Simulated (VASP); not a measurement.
Write the native input for VASP 6.6.1 that does the following.

```
Task                   : single point
Functional             : PBEsol
Potentials or basis    : VASP PAW PBE potentials, release 64 (Si, Ti_sv)
Cutoff                 : 400 eV
k mesh                 : 1 × 1 × 1, shifted
Occupations            : fermi-dirac, width 0.05 eV
Spin                   : no spin polarisation
Dipole correction      : no
Further INCAR settings : LREAL = Auto; ALGO = Normal; EDIFF = 1e-06; NBANDS = 174; ISYM = -1
```

The structure of TiSi31 (a cell with a defect) lies in POSCAR:

```
TiSi31
1.0
   10.8655790000      0.0000000000      0.0000000000
    0.0000000000     10.8655790000      0.0000000000
    0.0000000000      0.0000000000     10.8655790000
Si Ti
62 2
Direct
    0.9998570000      0.0004380000      0.0010480000
    0.9963470000      0.9992110000      0.5018590000
    0.9963910000      0.5012620000      0.9998310000
    0.0313120000      0.5314390000      0.5320160000
    0.5016020000      0.9962200000      0.9968130000
    0.5018020000      0.9997440000      0.4991960000
    0.5017560000      0.4985920000      0.0002610000
    0.1241100000      0.1281330000      0.1287220000
    0.1239410000      0.1246150000      0.6263580000
    0.1239880000      0.6257540000      0.1252910000
    0.6258740000      0.1238840000      0.1244880000
    0.6293710000      0.1251700000      0.6236870000
    0.6293260000      0.6230910000      0.1257230000
    0.5944470000      0.5929160000      0.5935380000
    0.2526680000      0.2475150000      0.0056390000
    0.2540530000      0.2524200000      0.5069460000
    0.2478050000      0.7479370000      0.9965730000
    0.2437600000      0.7580620000      0.4788220000
    0.7535730000      0.2500760000      0.0036030000
    0.7626210000      0.2525220000      0.5068140000
    0.7458330000      0.7491360000      0.9965210000
    0.7383520000      0.7367300000      0.4994500000
    0.3779130000      0.3764310000      0.1289630000
    0.3819790000      0.3662920000      0.6467120000
    0.3730520000      0.8768320000      0.1199300000
    0.3716780000      0.8719580000      0.6185920000
    0.8798920000      0.3752030000      0.1290510000
    0.8873750000      0.3876370000      0.6261070000
    0.8721540000      0.8742790000      0.1219390000
    0.8631160000      0.8718420000      0.6187470000
    0.2526510000      0.0050440000      0.2481120000
    0.2478430000      0.9959670000      0.7485290000
    0.2541290000      0.5063310000      0.2530630000
    0.2437360000      0.4782200000      0.7585800000
    0.7535800000      0.0029980000      0.2506700000
    0.7458360000      0.9959240000      0.7497450000
    0.7625770000      0.5062270000      0.2530590000
    0.7384020000      0.4988730000      0.7373620000
    0.3778900000      0.1283770000      0.3770290000
    0.3730590000      0.1193420000      0.8774280000
    0.3820100000      0.6461490000      0.3669480000
    0.3716060000      0.6180090000      0.8724880000
    0.8798900000      0.1284520000      0.3757850000
    0.8721580000      0.1213450000      0.8748870000
    0.8873350000      0.6254940000      0.3882020000
    0.8631510000      0.6181400000      0.8724940000
    0.0087320000      0.2590370000      0.2596350000
    0.9969920000      0.2484460000      0.7511500000
    0.9969750000      0.7505480000      0.2490520000
    0.9799640000      0.7481800000      0.7487630000
    0.5079510000      0.2531520000      0.2537590000
    0.5078450000      0.2383730000      0.7593280000
    0.5078270000      0.7587540000      0.2389690000
    0.4950750000      0.7342490000      0.7348470000
    0.1306350000      0.3901200000      0.3906980000
    0.1179290000      0.3656250000      0.8865860000
    0.1178930000      0.8859920000      0.3662190000
    0.1177760000      0.8711970000      0.8717660000
    0.6457700000      0.3761500000      0.3767690000
    0.6287640000      0.3738190000      0.8764880000
    0.6287380000      0.8759260000      0.3744180000
    0.6170120000      0.8653090000      0.8659150000
    0.4483290000      0.4502380000      0.4508140000
    0.1774080000      0.6741320000      0.6747290000
```

One way to write it, as run:

INCAR

```
PREC     = Accurate       # precision mode
ENCUT    = 400            # plane-wave cutoff, eV
EDIFF    = 1E-6           # SCF threshold, eV
ISMEAR   = -1             # smearing method
SIGMA    = 0.05           # smearing width, eV
LREAL    = Auto         
LASPH    = True           # aspherical terms in the spheres
NELM     = 120            # most SCF steps
ALGO     = Normal         # electronic algorithm
ISIF     = 2              # what is computed and relaxed
LWAVE    = False          # write WAVECAR
LCHARG   = False          # write CHGCAR
GGA      = PS             # functional
ISYM     = -1           
NBANDS   = 174            # bands
GGA_COMPAT= False
```

KPOINTS

```
explicit points
1
Reciprocal
  0.25000000   0.25000000   0.25000000 1
```

Potentials or basis: VASP PAW PBE potentials, release 64 (Si, Ti_sv).

The run is started by

```console
$ cat potpaw_PBE.64/Si/POTCAR potpaw_PBE.64/Ti_sv/POTCAR > POTCAR
$ mpirun -np 1 vasp_std > vasp.out
```

It gave:

| Quantity | Value |
| --- | --- |
| Pressure | -0.5 GPa |
| Largest force | 0.011 eV/Å |
| Band gap on the k mesh | 0.95 eV |

Caveat: the PAW data sets were made with another functional, which shifts forces and pressure a little.

It took 5.7 min on 1 thread of Intel(R) Xeon(R) Platinum 8259CL CPU @ 2.50GHz (Skylake/Cascade Lake) (shared host), peak memory 0.74 GiB.
